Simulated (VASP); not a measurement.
V:

```
V
1.0
    -1.54006    1.54006    1.54006
     1.54006   -1.54006    1.54006
     1.54006    1.54006   -1.54006
V
1
Direct
  0.00000 0.00000 0.00000
```

* Program: VASP 6.6.1
* Task: relaxation of cell and atoms
* Functional: PBEsol
* Potentials or basis: VASP PAW PBE potentials, release 64 (V_sv)
* Cutoff: 600 eV
* k mesh: 10 × 10 × 10
* Occupations: gaussian, width 0.1 eV
* Spin: no spin polarisation

At the start: pressure -18.4 GPa; volume 14.61 Å³/atom.

Q: Where does the relaxation end?

A: Over 4 steps the energy falls by 98.7 meV/atom and the volume is 13.04 Å³/atom (-10.7 %); space group Im-3m (No. 229, to 0.05 Å).

Step by step:
```tsv
step	energy change (eV)	largest force (eV/Å)	pressure (GPa)	volume (Å³)
1	0.0000	0.0000	-18.36	14.61
2	0.0653	0.0000	34.02	11.35
3	-0.0986	0.0000	-0.78	13.09
4	-0.0987	0.0000	-0.07	13.04
```

Final structure:
```cif
data_structure
_symmetry_space_group_name_H-M 'P 1'
_symmetry_Int_Tables_number 1
_cell_length_a 2.5684
_cell_length_b 2.5684
_cell_length_c 2.5684
_cell_angle_alpha 109.471
_cell_angle_beta 109.471
_cell_angle_gamma 109.471
_cell_volume 13.04
loop_
_atom_site_label
_atom_site_type_symbol
_atom_site_fract_x
_atom_site_fract_y
_atom_site_fract_z
_atom_site_occupancy
V1 V 0.00000 0.00000 0.00000 1
```

Caveat: the PAW data sets were made with another functional, which shifts forces and pressure a little.
